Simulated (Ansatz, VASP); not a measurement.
# PbI2: VASP beside Ansatz

```
Pb I
1.0
     4.56408    0.00000    0.00000
    -2.28204    3.95261    0.00000
     0.00000    0.00000    7.04751
Pb I
1 2
Direct
  0.00000 0.00000 0.00000
  0.33333 0.66667 0.26671
  0.66667 0.33333 0.73329
```

Alike in both runs: task single point; functional PBE; k mesh 6 × 6 × 4; no spin polarisation.

|  | VASP | Ansatz |
| --- | --- | --- |
| version | VASP 6.6.1 | Ansatz 0.2.0 |
| potentials or method | VASP PAW PBE potentials, release 64 (Pb_d, I) | plane waves, PAW |
| plane-wave cutoff (eV) | 500 | 420 |
| occupations | gaussian, width 0.01 eV | fixed |
| valence electrons in the cell | 28 | 48 |

```tsv
	VASP	Ansatz	Ansatz less VASP
gap on the k mesh at the Fermi level (eV)	2.23	2.23	+0.001
pressure (GPa)	1.2	1.3	+0.02
rms of the force components (eV/Å)	0.022	0.022	+0.0003
```

Atom by atom the forces differ by 0.000 eV/Å (rms over components). VASP's potentials hold 28 valence electrons a cell and Ansatz's 48, so a difference there can come from the potentials and not from the codes.

Spin-orbit coupling is off throughout.
